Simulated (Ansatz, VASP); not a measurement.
# ZrC2: VASP beside Ansatz

```
Zr C
1.0
     1.56889   -6.69126    0.00000
     1.56889    6.69126    0.00000
     0.00000    0.00000    2.89744
Zr C
2 4
Direct
  0.88457 0.11543 0.75000
  0.11543 0.88457 0.25000
  0.53003 0.46997 0.75000
  0.46997 0.53003 0.25000
  0.25145 0.74855 0.75000
  0.74855 0.25145 0.25000
```

Alike in both runs: functional PBE; k mesh 12 × 12 × 12; occupations gaussian, width 0.1 eV; no spin polarisation.

Ansatz relaxed the structure, and its values are those at the end. VASP's run is a single point on that final structure, the one shown.

```csv
,VASP,Ansatz
version,VASP 6.6.1,Ansatz 0.2.0
potentials or method,"VASP PAW PBE potentials, release 64 (Zr_sv, C), cutoff 520 eV","scalar-relativistic, plane waves, PAW"
valence electrons in the cell,40,40
```

```tsv
	VASP	Ansatz	Ansatz less VASP
gap on the k mesh at the Fermi level (eV)	none	none	-
pressure (GPa)	0.3	0.0	-0.30
rms of the force components (eV/Å)	0.004	0.002	-0.0020
```

A gap of «none» marks a metal or a gap that the smearing closes. The functional is the same, so the differences come from potentials, cutoffs and numerics.
